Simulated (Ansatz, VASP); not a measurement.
## SrCl2: VASP beside Ansatz

INCAR

```
PREC = Accurate ; ENCUT = 520
EDIFF = 1E-6 ; ISMEAR = 0
SIGMA = 0.01 ; LREAL = F
LASPH = T ; NELM = 80
ALGO = Normal ; ISIF = 2
LWAVE = F ; LCHARG = T
GGA = PE ; LELF = T
LVHAR = T ; NBANDS = 33
```

File KPOINTS:

```
Automatic mesh
0
Gamma
  6 6 6
```

Contents of POSCAR:

```
SrCl2
1.0
   -2.8745056626      2.8745056626      7.1364054423
    2.8745056626     -2.8745056626      7.1364054423
    2.8745056626      2.8745056626     -7.1364054423
Sr Cl
2 4
Direct
    0.7500000000      0.2500000000      0.5000000000
    0.0000000000      0.0000000000      0.0000000000
    0.5426323139      0.0426323139      0.5000000000
    0.7926323139      0.7926323139      0.0000000000
    0.2073676861      0.2073676861      0.0000000000
    0.9573676861      0.4573676861      0.5000000000
```

Input for Ansatz:

```yaml
crystal:
  lattice:
    - [-2.8745056626, 2.8745056626, 7.1364054423]
    - [2.8745056626, -2.8745056626, 7.1364054423]
    - [2.8745056626, 2.8745056626, -7.1364054423]
  atoms:
    - { symbol: Sr, position: [0.75, 0.25, 0.5] }
    - { symbol: Sr, position: [0.0, 0.0, 0.0] }
    - { symbol: Cl, position: [0.5426323139, 0.0426323139, 0.5] }
    - { symbol: Cl, position: [0.7926323139, 0.7926323139, 0.0] }
    - { symbol: Cl, position: [0.2073676861, 0.2073676861, 0.0] }
    - { symbol: Cl, position: [0.9573676861, 0.4573676861, 0.5] }
kpoints:
  mp_grid: { grid: [6, 6, 6] }
hamiltonian:
  xc: pbe
scf:
  occupations: { method: fixed }
  n_extra_bands: 5
output:
  forces: true
  stress: true
  eigenvalues: true
```

Alike in both runs: task single point; functional PBE; k mesh 6 × 6 × 6; no spin polarisation.

|  | VASP | Ansatz |
| --- | --- | --- |
| version | VASP 6.6.1 | Ansatz 0.2.0 |
| potentials or method | VASP PAW PBE potentials, release 64 (Sr_sv, Cl) | plane waves, PAW |
| plane-wave cutoff (eV) | 520 | 420 |
| occupations | gaussian, width 0.01 eV | fixed |
| valence electrons in the cell | 48 | 48 |

```csv
,VASP,Ansatz,Ansatz less VASP
gap on the k mesh at the Fermi level (eV),5.36,5.36,-0.003
pressure (GPa),-0.6,-0.7,-0.06
rms of the force components (eV/Å),0.021,0.024,+0.0036
```

Atom by atom the forces differ by 0.004 eV/Å (rms over components).
